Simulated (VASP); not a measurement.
Set up this calculation in VASP 6.6.1, as the native input.

* Task: single point
* Functional: PBE
* Potentials or basis: VASP PAW PBE potentials, release 64 (Ru_pv)
* Cutoff: 500 eV
* k mesh: 19 × 19 × 13
* Occupations: fermi-dirac, width 0.1 eV
* Spin: no spin polarisation
* Dipole correction: no
* Further INCAR settings: ALGO = Normal; EDIFF = 1e-06; NBANDS = 21

The structure of Ru lies in POSCAR:

```
Ru
1.0
   -3.1158710553      2.6929096479      1.3672385078
    2.6929096479     -3.1158710553      1.3672385078
    2.3408336465      2.3408336465     -2.1418931001
Ru
2
Direct
    0.9807913948      0.0192086052      0.0000000000
    0.7692086052      0.2307913948      0.5000000000
```

The input as run:

INCAR

```
PREC = Accurate
ENCUT = 500
EDIFF = 1E-6
ISMEAR = -1
SIGMA = 0.1
LREAL = False
LASPH = True
NELM = 120
ALGO = Normal
ISIF = 2
LWAVE = False
LCHARG = True
GGA = PE
LELF = True
LVHAR = True
NBANDS = 21
GGA_COMPAT = False
```

KPOINTS

```
regular mesh
0
Gamma
  19 19 13
```

Potentials or basis: VASP PAW PBE potentials, release 64 (Ru_pv).

Command:

```bash
$ cat potpaw_PBE.64/Ru_pv/POTCAR > POTCAR
$ mpirun -np 1 vasp_std > vasp.out
```

Results of the run:

* Pressure: -17.5 GPa
* Largest force: 0.481 eV/Å
* Band gap on the k mesh: zero (bands 14 and 15 overlap by 2.25 eV)

Caveat: the cell stands under tension.

Run time: 28 min on 1 thread of AMD EPYC 9755 128-Core Processor, with other jobs on the host, peak memory 0.64 GiB.
